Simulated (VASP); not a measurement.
Write the native input for VASP 6.6.1 that does the following.

| Property | Result |
| --- | --- |
| Task | single point |
| Functional | PBEsol |
| Potentials or basis | VASP PAW PBE potentials, release 64 (Cd) |
| Cutoff | 500 eV |
| k mesh | 8 × 8 × 8 |
| Occupations | gaussian, width 0.1 eV |
| Spin | no spin polarisation |
| Dipole correction | no |
| Further INCAR settings | ALGO = Normal; EDIFF = 1e-06; NBANDS = 12 |

The structure of Cd lies in POSCAR:

```
Cd
1.0
    0.0000000000      1.9151445143      1.9151445143
    1.9151445143      0.0000000000      1.9151445143
    1.9151445143      1.9151445143      0.0000000000
Cd
1
Direct
    0.0000000000      0.0000000000      0.0000000000
```

This isn't the form of Cd at room conditions, which is hcp.

These files were run (other wordings do the same):

INCAR

```
ALGO = Normal
EDIFF = 1E-6
ENCUT = 500
GGA = PS
GGA_COMPAT = False
ISIF = 2
ISMEAR = 0
LASPH = True
LCHARG = False
LREAL = False
LWAVE = False
NBANDS = 12
NELM = 120
PREC = Accurate
SIGMA = 0.1
```

KPOINTS

```
k-points
0
Gamma
  8 8 8
```

Potentials or basis: VASP PAW PBE potentials, release 64 (Cd).

Launch:

```console
$ cat potpaw_PBE.64/Cd/POTCAR > POTCAR
$ mpirun -np 1 vasp_std > vasp.out
```

Results of the run:

```
Pressure               : 73.9 GPa
Band gap on the k mesh : zero (bands 6 and 7 overlap by 2.74 eV)
```

Caveat: the cell stands under pressure; the PAW data sets were made with another functional, which shifts forces and pressure a little.

It took 5.4 s on 1 thread of AMD EPYC 7R13 Processor (Zen 3), on a shared host, peak memory 0.09 GiB.
